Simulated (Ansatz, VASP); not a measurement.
**One calculation of C, two programs**

The input INCAR:

```
  PREC = Accurate
  ENCUT = 600
  EDIFF = 1E-7
  ISMEAR = 0
  SIGMA = 0.1
  LREAL = F
  LASPH = T
  NELM = 120
  ALGO = Normal
  ISIF = 3
  LWAVE = F
  LCHARG = F
  IBRION = 2
  NSW = 100
  EDIFFG = -0.05
  GGA_COMPAT = F
  NELMIN = 4
```

Contents of KPOINTS:

```
Automatic mesh
0
Gamma
  10 10 10
```

File POSCAR:

```
C
1.0
    0.0000000000      1.7800000000      1.7800000000
    1.7800000000      0.0000000000      1.7800000000
    1.7800000000      1.7800000000      0.0000000000
C
2
Direct
    0.0000000000      0.0000000000      0.0000000000
    0.2500000000      0.2500000000      0.2500000000
```

Input for Ansatz:

```yaml
crystal:
  lattice:
    - [0.0, 1.78, 1.78]
    - [1.78, 0.0, 1.78]
    - [1.78, 1.78, 0.0]
  atoms:
    - { symbol: C, position: [0.0, 0.0, 0.0] }
    - { symbol: C, position: [0.25, 0.25, 0.25] }
basis:
  ecutwfc: 420
kpoints:
  mp_grid: { grid: [10, 10, 10] }
hamiltonian:
  xc: lda
  pseudopotentials: { kind: paw, azcp: { folder: soft_1 } }
scf:
  occupations: { method: gaussian, width: 0.1 }
output:
  forces: true
  stress: true
  eigenvalues: true
relax:
  adjacent_minimum: "off"
  f_tol: 0.05
  max_steps: 80
  cell: { stress_tol: 0.5 }
```

Alike in both runs: task relaxation of cell and atoms; functional LDA; k mesh 10 × 10 × 10; occupations gaussian, width 0.1 eV; no spin polarisation.

|  | VASP | Ansatz |
| --- | --- | --- |
| version | VASP 6.6.1 | Ansatz 0.2.0 |
| potentials or method | VASP PAW LDA potentials, release 64 (C), cutoff 600 eV | scalar-relativistic, plane waves, PAW |
| valence electrons in the cell | 8 | 8 |

|  | VASP | Ansatz | Ansatz less VASP |
| --- | --- | --- | --- |
| gap on the k mesh at the Fermi level, each at its own relaxed structure (eV) | 4.20 | 4.21 | +0.012 |
| relaxed volume (Å³/atom) | 5.52 | 5.51 | -0.011 |
| relaxed cell length with the largest relative difference (Å) | 2.499 | 2.497 | -0.0016 |

Ansatz warns that its potentials were made for another functional, while VASP's fit it. LDA's correlation is that of Perdew and Zunger in VASP and of Perdew and Wang (1992) in Ansatz.
